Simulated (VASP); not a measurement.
Runs of VASP 6.6.1 on Si. The structure is that of space group Im-3m (No. 229), or close to it. The cells are those of the table. 

```csv
task,level,potentials or basis,cell,cutoff (eV),smearing,gap on the mesh (eV),pressure (GPa),relaxed volume (Å³/atom)
relaxation of cell and atoms,revPBE+D3(BJ),"VASP PAW PBE potentials, release 64 (Si)","relaxed from a = 5.778 Å, angles 109.5°, 6 atoms",600,methfessel-paxton 0.05 eV,0.38,0.0,(a)
relaxation of cell and atoms,r2SCAN,"VASP PAW PBE potentials, release 64 (Si)","relaxed from a = 5.778 Å, angles 109.5°, 6 atoms",600,methfessel-paxton 0.05 eV,0.49,0.0,(b)
relaxation of cell and atoms,LDA,"VASP PAW LDA potentials, release 64 (Si)","relaxed from a = 5.778 Å, angles 109.5°, 6 atoms",600,methfessel-paxton 0.0278 eV,0.21,0.0,24.55
single point,r2SCAN,"VASP PAW PBE potentials, release 64 (Si)","a = 5.802 Å, angles 109.5°, 6 atoms",520,methfessel-paxton 0.05 eV,0.49,-0.2,-
single point,LDA,"VASP PAW LDA potentials, release 64 (Si)","a = 5.761 Å, angles 109.5°, 6 atoms",520,methfessel-paxton 0.0278 eV,0.21,0.0,-
```

Alike in all rows: no spin polarisation; k mesh 5 × 5 × 5.

**Question.** Fill in the values left out.

**Answer.** (a) 24.66; (b) 24.99.

Caveats: the PAW data sets were made with another functional, which shifts forces and pressure a little (some runs).

A k mesh can miss the band edges.
